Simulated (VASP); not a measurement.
# FeO (R-3m) in VASP: notebook

The runs below take FeO through single point, with PBEsol.

Everything below comes from runs of VASP 6.6.1. Logs are shortened: lines on timing, memory, paths and dates and some standing lists are left out, and cuts for length are marked.

## 1. The cell of the first run

Symmetry: R-3m, No. 166, trigonal system. Conventional cell: a = 3.035 Å, b = 3.035 Å, c = 7.547 Å, α = 90.00°, β = 90.00°, γ = 120.00°. Fe (site symmetry -3m) has 6 O at 2.16 Å within 2.9 Å. Within 2.9 Å of O (site symmetry -3m) lie 6 Fe at 2.16 Å.

## 2. Single point, PBEsol, collinear spin, ferromagnetic start

Input file INCAR:

```
ALGO = Normal
EDIFF = 1E-6
ENCUT = 520
GGA = PS
ISIF = 2
ISMEAR = 0
ISPIN = 2
LASPH = True
LCHARG = False
LMAXMIX = 4
LORBIT = 11
LREAL = False
LWAVE = False
MAGMOM = 3.76 0.37
NBANDS = 18
NELM = 150
PREC = Accurate
SIGMA = 0.1
```

Input file KPOINTS:

```
k-points
0
Gamma
  18 18 18
```

Input file POSCAR:

```
FeO
1.0
    1.5176813758      0.8762337509      2.5157933572
   -1.5176813758      0.8762337509      2.5157933572
    0.0000000000     -1.7524675018      2.5157933572
Fe O
1 1
Direct
    0.0000000000      0.0000000000      0.0000000000
    0.5000000000      0.5000000000      0.5000000000
```

Potentials or basis: VASP PAW PBE potentials, release 64 (Fe, O).

Started as:

```console
$ cat potpaw_PBE.64/Fe/POTCAR potpaw_PBE.64/O/POTCAR > POTCAR
$ mpirun -np 1 vasp_std > vasp.out
```

OUTCAR:

```text
EDIFF = 1E-6
   ENCUT = 520
   GGA = PS
   ISIF = 2
   ISMEAR = 0
   ISPIN = 2
   LASPH = True
   LORBIT = 11
   LREAL = False
   NELM = 150
   PREC = Accurate

 ion  position               nearest neighbor table
   1  0.000  0.000  0.000-   2 2.16   2 2.16   2 2.16   2 2.16   2 2.16   2 2.16
   2  0.500  0.500  0.500-   1 2.16   1 2.16   1 2.16   1 2.16   1 2.16   1 2.16

  LATTYP: Found a trigonal (rhomboedric) cell.
 ALAT       =     3.0660004176
 COS(alpha) =     0.5099427870

  Lattice vectors:

 A1 = (   1.5176813758,   0.8762337509,   2.5157933572)
 A2 = (  -1.5176813758,   0.8762337509,   2.5157933572)
 A3 = (   0.0000000000,  -1.7524675018,   2.5157933572)

Analysis of symmetry for initial positions (statically):
=====================================================================
 Subroutine PRICEL returns:
 Original cell was already a primitive cell.

 Routine SETGRP: Setting up the symmetry group for a
 trigonal (rhombohedral) supercell.

 Subroutine GETGRP returns: Found 12 space group operations
 (whereof 12 operations were pure point group operations)
 out of a pool of 12 trial point group operations.

The static configuration has the point symmetry D_3d.

Analysis of symmetry for dynamics (positions and initial velocities):
=====================================================================
 Subroutine PRICEL returns:
 Original cell was already a primitive cell.

 Routine SETGRP: Setting up the symmetry group for a
 trigonal (rhombohedral) supercell.

 Subroutine GETGRP returns: Found 12 space group operations
 (whereof 12 operations were pure point group operations)
 out of a pool of 12 trial point group operations.

The dynamic configuration has the point symmetry D_3d.

Analysis of structural, dynamic, and magnetic symmetry:
=====================================================================
 Subroutine PRICEL returns:
 Original cell was already a primitive cell.

 Routine SETGRP: Setting up the symmetry group for a
 trigonal (rhombohedral) supercell.

 Subroutine GETGRP returns: Found 12 space group operations
 (whereof 12 operations were pure point group operations)
 out of a pool of 12 trial point group operations.

The overall configuration has the point symmetry D_3d.

 Subroutine INISYM returns: Found 12 space group operations
 (whereof 12 operations are pure point group operations),
 and found     1 'primitive' translations

----------------------------------------------------------------------------------------

                                     Primitive cell

  volume of cell :      20.0737

  direct lattice vectors                    reciprocal lattice vectors
     1.517681376  0.876233751  2.515793357     0.329449915  0.190207997  0.132496309
    -1.517681376  0.876233751  2.515793357    -0.329449915  0.190207997  0.132496309
     0.000000000 -1.752467502  2.515793357     0.000000000 -0.380415994  0.132496309

  length of vectors
     3.066000418  3.066000418  3.066000418     0.402829493  0.402829493  0.402829493

  position of ions in fractional coordinates (direct lattice)
     0.000000000  0.000000000  0.000000000
     0.500000000  0.500000000  0.500000000

  ion indices of the primitive-cell ions
   primitive index   ion index
                 1           1
                 2           2

----------------------------------------------------------------------------------------

 KPOINTS: k-points

Automatic generation of k-mesh.
 Grid dimensions read from file:
 generate k-points for:   18   18   18

 Generating k-lattice:

  Cartesian coordinates                     Fractional coordinates (reciprocal lattice)
     0.018302773  0.010567111  0.007360906     0.055555556  0.000000000  0.000000000
    -0.018302773  0.010567111  0.007360906     0.000000000  0.055555556  0.000000000
     0.000000000 -0.021134222  0.007360906     0.000000000  0.000000000  0.055555556

  Length of vectors
     0.022379416  0.022379416  0.022379416

  Shift w.r.t. Gamma in fractional coordinates (k-lattice)
     0.000000000  0.000000000  0.000000000

 Subroutine IBZKPT returns following result:
 ===========================================

 Found    580 irreducible k-points:

 Following reciprocal coordinates:
            Coordinates               Weight
  0.000000  0.000000  0.000000      1.000000
  0.055556 -0.000000 -0.000000      6.000000
  0.111111 -0.000000 -0.000000      6.000000
  0.166667 -0.000000  0.000000      6.000000
  0.222222 -0.000000 -0.000000      6.000000
  0.277778 -0.000000  0.000000      6.000000
[... 16 lines left out ...]
 -0.277778  0.055556  0.000000     12.000000
 -0.222222  0.055556  0.000000     12.000000
 [... further k-points ...]
   k-points           NKPTS =    580   k-points in BZ     NKDIM =    580   number of bands    NBANDS=     18
   number of dos      NEDOS =    301   number of ions     NIONS =      2
   total plane-waves  NPLWV =  13824
   dimension x,y,z NGX =    24 NGY =   24 NGZ =   24
   dimension x,y,z NGXF=    48 NGYF=   48 NGZF=   48
   ions per type =               1   1
   NGX,Y,Z   is equivalent  to a cutoff of  13.01, 13.01, 13.01 a.u.
   NGXF,Y,Z  is equivalent  to a cutoff of  26.03, 26.03, 26.03 a.u.
 SYSTEM =  unknown system
   PREC   = accura    normal or accurate (medium, high low for compatibility)
   ISTART =      0    job   : 0-new  1-cont  2-samecut
   ICHARG =      2    charge: 1-file 2-atom 10-const
   ISPIN  =      2    spin polarized calculation?
   LNONCOLLINEAR =      F non collinear calculations
   LSORBIT =      F    spin-orbit coupling
   LASPH  =      T    aspherical Exc in radial PAW
   ENCUT  =  520.0 eV  38.22 Ry    6.18 a.u.   5.70  5.70  5.70*2*pi/ulx,y,z
   NELM   =    150;   NELMIN=  2; NELMDL= -5     # of ELM steps
   EDIFF  = 0.1E-05   stopping-criterion for ELM
   LREAL  =      F    real-space projection
   EDIFFG = 0.1E-04   stopping-criterion for IOM
   NSW    =      0    number of steps for IOM
   IBRION =     -1    ionic relax: 0-MD 1-quasi-New 2-CG
   NFREE  =      0    steps in history (QN), initial steepest desc. (CG)
   ISIF   =      2    stress and relaxation
   ISYM   =      2    0-nonsym 1-usesym 2-fastsym
   POTIM  = 0.5000    time-step for ionic-motion
   TEBEG  =    0.0;   TEEND  =   0.0 temperature during run
   PSTRESS=    0.0 pullay stress
   NELECT =      14.0000    total number of electrons
   NUPDOWN=      -1.0000    fix difference up-down
   EMIN   =  10.00;   EMAX   =-10.00  energy-range for DOS
   EFERMI =   0.00;   METHOD = LEGACY
   ISMEAR =     0;   SIGMA  =   0.10  broadening in eV -4-tet -1-fermi 0-gaus
   EFERMI_NEDOS =   21; number of points for ismear=-14 and -15
   IALGO  =     38    algorithm
   IMIX   =      4    mixing-type and parameters
     AMIX     =   0.40;   BMIX     =  1.00
     AMIX_MAG =   1.60;   BMIX_MAG =  1.00
  volume/ion in A,a.u.               =      10.04        67.73
  Fermi-wavevector in a.u.,A,eV,Ry     =   1.451806  2.743515 28.677551  2.107741
  Thomas-Fermi vector in A             =   2.569261
   LORBIT       =     11    0 simple, 1 ext, 2 COOP (PROOUT), +10 PAW based schemes
   GGA     = PS    functional components
   LHFCALC =     F    Hartree Fock is set to
   AEXX    =    0.0000 exact exchange contribution
   IVDW    =     0    specifies the selected vdW correction
   LEPSILON=     F    determine dielectric tensor
   LRPA    =     F    only Hartree local field effects (RPA)
 spin polarized calculation
 Gauss-broadening in eV      SIGMA  =   0.10
  energy-cutoff  :      520.00
  volume of cell :       20.07
 maximum number of plane-waves:       556
   NGX = 11   NGY = 11   NGZ = 11

 number of electron      13.9999999 magnetization       3.9998382

 Free energy of the ion-electron system (eV)
  ---------------------------------------------------
  ext. energy  EPLUGINS =         0.00000000
  ---------------------------------------------------
  free energy    TOTEN  =       -15.83954205 eV

  energy without entropy =      -15.83296391  energy(sigma->0) =      -15.83625298

 E-fermi :   6.0413     XC(G=0): -12.3989

 val. band max:        6.0390047045   @ k =   0.2778   0.2222   0.2222
 cond. band min:       6.0420380029   @ k =   0.2778   0.2778   0.2222
 fundamental gap:      0.0030332984
 Fermi energy:         6.0412671368

 spin component 1

 k-point     1 :       0.0000    0.0000    0.0000
  band No.  band energies     occupation
      1     -14.6298      1.00000
      2       2.1235      1.00000
      3       2.1497      1.00000
      4       2.1857      1.00000
      5       2.1857      1.00000
      6       2.2464      1.00000
[... 10 lines left out ...]
     17      26.5988      0.00000
     18      29.6008      0.00000

 k-point     2 :       0.0556   -0.0000   -0.0000
  band No.  band energies     occupation
      1     -14.5982      1.00000
      2       1.6973      1.00000
      3       1.7407      1.00000
      4       1.7722      1.00000
      5       2.1831      1.00000
      6       2.2238      1.00000
[... 10 lines left out ...]
     17      26.9634      0.00000
     18      30.1562      0.00000

 k-point     3 :       0.1111   -0.0000   -0.0000
  band No.  band energies     occupation
      1     -14.5061      1.00000
      2       1.0541      1.00000
      3       1.2052      1.00000
      4       1.2749      1.00000
      5       2.2488      1.00000
      6       2.2903      1.00000
[... 412 lines left out ...]
 k-point    23 :      -0.2778    0.0556    0.0000
  band No.  band energies     occupation
      1     -13.8824      1.00000
      2      -1.4728      1.00000
      3      -0.1938      1.00000
      4       0.0447      1.00000
      5       2.6181      1.00000
      6       2.7393      1.00000
[... 10 lines left out ...]
     17      31.9907      0.00000
     18      33.7900      0.00000

 k-point    24 :      -0.2222    0.0556    0.0000
  band No.  band energies     occupation
      1     -14.0878      1.00000
      2      -0.8177      1.00000
      3       0.1019      1.00000
      4       0.4029      1.00000
      5       2.4777      1.00000
      6       2.6116      1.00000
[... 10 lines left out ...]
     17      31.6693      0.00000
     18      33.6063      0.00000

 [... further k-points ...]

 spin component 2

 k-point     1 :       0.0000    0.0000    0.0000
  band No.  band energies     occupation
      1     -14.0717      1.00000
      2       2.7409      1.00000
      3       2.8397      1.00000
      4       2.8397      1.00000
      5       5.2445      1.00000
      6       5.3296      1.00000
[... 10 lines left out ...]
     17      28.1379      0.00000
     18      30.7215      0.00000

 k-point     2 :       0.0556   -0.0000   -0.0000
  band No.  band energies     occupation
      1     -14.0397      1.00000
      2       2.5509      1.00000
      3       2.6601      1.00000
      4       2.7406      1.00000
      5       5.2872      1.00000
      6       5.3698      1.00000
[... 10 lines left out ...]
     17      28.4318      0.00000
     18      31.3413      0.00000

 k-point     3 :       0.1111   -0.0000   -0.0000
  band No.  band energies     occupation
      1     -13.9466      1.00000
      2       1.9154      1.00000
      3       2.3989      1.00000
      4       2.4871      1.00000
      5       5.3964      1.00000
      6       5.4707      1.00000
[... 412 lines left out ...]
 k-point    23 :      -0.2778    0.0556    0.0000
  band No.  band energies     occupation
      1     -13.3152      1.00000
      2      -0.6498      1.00000
      3       1.2828      1.00000
      4       1.4255      1.00000
      5       5.9051      0.97290
      6       5.9412      0.92139
[... 10 lines left out ...]
     17      32.6523      0.00000
     18      34.6594      0.00000

 k-point    24 :      -0.2222    0.0556    0.0000
  band No.  band energies     occupation
      1     -13.5232      1.00000
      2       0.0332      1.00000
      3       1.5599      1.00000
      4       1.7303      1.00000
      5       5.7287      1.00000
      6       5.7472      0.99998
[... 10 lines left out ...]
     17      32.5152      0.00000
     18      34.6755      0.00000

 [... further k-points ...]

------------------------ aborting loop because EDIFF is reached ----------------------------------------

  FORCE on cell =-STRESS in cart. coord.  units (eV):
  Direction    XX          YY          ZZ          XY          YZ          ZX
  --------------------------------------------------------------------------------------
  -------------------------------------------------------------------------------------
  Total       -1.0535052     -1.0535052     -1.1924009      0.0000000     -0.0000000      0.0000000
  in kB      -84.0853725    -84.0853725    -95.1713136      0.0000000     -0.0000000      0.0000000
  external PRESSURE =     -87.7806862 kB  Pullay stress =       0.0000000 kB

 VOLUME and BASIS-vectors are now :
 -----------------------------------------------------------------------------
  energy-cutoff  :      520.00
  volume of cell :       20.07
      direct lattice vectors                 reciprocal lattice vectors
     1.517681376  0.876233751  2.515793357     0.329449915  0.190207997  0.132496309
    -1.517681376  0.876233751  2.515793357    -0.329449915  0.190207997  0.132496309
     0.000000000 -1.752467502  2.515793357     0.000000000 -0.380415994  0.132496309

 POSITION                                       TOTAL-FORCE (eV/Angst)
 -----------------------------------------------------------------------------------
      0.00000      0.00000      0.00000         0.000000      0.000000      0.000000
      0.00000      0.00000      3.77369        -0.000000     -0.000000     -0.000000
 -----------------------------------------------------------------------------------
    total drift:                               -0.000000      0.000000     -0.000000

  FREE ENERGIE OF THE ION-ELECTRON SYSTEM (eV)
  ---------------------------------------------------
  free  energy   TOTEN  =       -15.8395420469 eV

  energy  without entropy=      -15.8329639134  energy(sigma->0) =      -15.83625298

 total charge

# of ion       s       p       d       tot
------------------------------------------
    1        0.292   0.362   6.084   6.738
    2        1.551   3.413   0.000   4.964
--------------------------------------------------
tot          1.843   3.776   6.084  11.702

 magnetization (x)

# of ion       s       p       d       tot
------------------------------------------
    1        0.026   0.021   3.564   3.611
    2        0.030   0.273   0.000   0.303
--------------------------------------------------
tot          0.056   0.294   3.564   3.914
```

Wall time 4.6 min (1 thread of AMD EPYC 9R45 (Zen 5), shared host); peak memory 0.38 GiB.

Results:

* Free energy: -15.8395 eV
* Pressure: -8.8 GPa
* Band gap on the k mesh: zero (filled and empty bands overlap)
* Net moment: 4.00 μB per cell
* Site moments: Fe +3.61; O +0.30 μB
* Valence electrons inside the program's atomic spheres: Fe 6.74; O 4.96

Stress tensor (GPa, compression positive):
```
-8.41  0.00  0.00
 0.00 -8.41  0.00
 0.00  0.00 -9.52
```

Caveat: the cell stands under tension; the PAW data sets were made with another functional, which shifts forces and pressure a little; a cell with one magnetic atom can't hold antiferromagnetic order, which such compounds often take; semilocal functionals often make such compounds metallic where correlation or magnetic order opens a gap, which also shifts bond lengths.

## 3. Single point, PBEsol, collinear spin, ferromagnetic start (10.14 Å³/atom)

This run uses another cell than the first one, of 10.14 Å³/atom.

Input file INCAR:

```
SYSTEM = FeO
PREC     = Accurate       ! precision mode
ENCUT    = 520            ! plane-wave cutoff, eV
EDIFF    = 1E-6           ! SCF threshold, eV
ISMEAR   = 0              ! smearing method
SIGMA    = 0.1            ! smearing width, eV
LREAL    = .False.        ! projectors in reciprocal space
LASPH    = .True.         ! aspherical terms in the spheres
NELM     = 150            ! most SCF steps
ALGO     = Normal         ! electronic algorithm
ISIF     = 2              ! what is computed and relaxed
LWAVE    = .False.        ! write WAVECAR
LCHARG   = .False.        ! write CHGCAR
ISPIN    = 2              ! spin polarisation
MAGMOM   = 3.76 0.37      ! initial moments
LORBIT   = 11             ! projections on sites
LMAXMIX  = 4              ! l up to which the mixer works
GGA      = PS             ! functional
NBANDS   = 18             ! bands
```

Input file KPOINTS:

```
regular mesh
0
Gamma
  18 18 18
  0 0 0
```

Input file POSCAR:

```
FeO
1.0
    1.5302720640      0.8835029881      2.5001111628
   -1.5302720640      0.8835029881      2.5001111628
    0.0000000000     -1.7670059762      2.5001111628
Fe O
1 1
Direct
    0.0000000000      0.0000000000      0.0000000000
    0.5000000000      0.5000000000      0.5000000000
```

Potentials or basis: VASP PAW PBE potentials, release 64 (Fe, O).

Started as:

```console
$ cat potpaw_PBE.64/Fe/POTCAR potpaw_PBE.64/O/POTCAR > POTCAR
$ mpirun -np 1 vasp_std > vasp.out
```

Run time: 4.5 min. Hardware: 1 thread of AMD EPYC 9R45 (Zen 5), shared host; peak memory 0.38 GiB.

The run converged. Its results:

```yaml
Free_energy: -15.8281 eV
Pressure: -10.5 GPa
Band_gap_on_the_k_mesh: zero (filled and empty bands overlap)
Net_moment: 4.00 μB per cell
Site_moments: Fe +3.61; O +0.30 μB
Valence_electrons_inside_the_program's_atomic_spheres: Fe 6.72; O 4.96
```

Levels at points of the mesh, in eV from the Fermi level:
Spin up:
```csv
k point,band 5,band 6,band 7,band 8,band 9,band 10,band 11,band 12,band 13,band 14
"(0.00, 0.00, 0.00)",-3.80,-3.79,-3.79,-3.66,-3.66,-0.08,15.19,16.75,16.76,16.76
"(0.50, 0.00, 0.00)",-3.06,-3.06,-2.51,-0.36,-0.36,3.89,8.26,12.28,12.29,19.12
"(0.50, 0.50, 0.00)",-4.77,-3.28,-2.80,-2.79,-2.79,5.06,8.53,10.54,14.41,14.42
"(0.50, 0.50, 0.50)",-3.06,-3.06,-2.51,-0.36,-0.36,3.89,8.25,12.29,12.29,19.13
```
Spin down:
| k point | band 2 | band 3 | band 4 | band 5 | band 6 | band 7 | band 8 | band 9 |
| --- | --- | --- | --- | --- | --- | --- | --- | --- |
| (0.00, 0.00, 0.00) | -3.21 | -3.21 | -3.21 | -0.73 | -0.72 | -0.72 | 0.12 | 0.12 |
| (0.50, 0.00, 0.00) | -7.96 | -5.11 | -5.10 | 0.39 | 0.39 | 0.60 | 2.70 | 2.70 |
| (0.50, 0.50, 0.00) | -6.84 | -4.38 | -4.38 | -2.10 | 0.66 | 0.74 | 0.74 | 1.05 |
| (0.50, 0.50, 0.50) | -7.96 | -5.10 | -5.10 | 0.39 | 0.39 | 0.59 | 2.70 | 2.70 |

Caveat: the cell stands under tension; the PAW data sets were made with another functional, which shifts forces and pressure a little; a cell with one magnetic atom can't hold antiferromagnetic order, which such compounds often take; semilocal functionals often make such compounds metallic where correlation or magnetic order opens a gap, which also shifts bond lengths. With open d or f shells a metallic result of PBEsol can be an artefact of self-interaction; +U or a hybrid may open a gap.
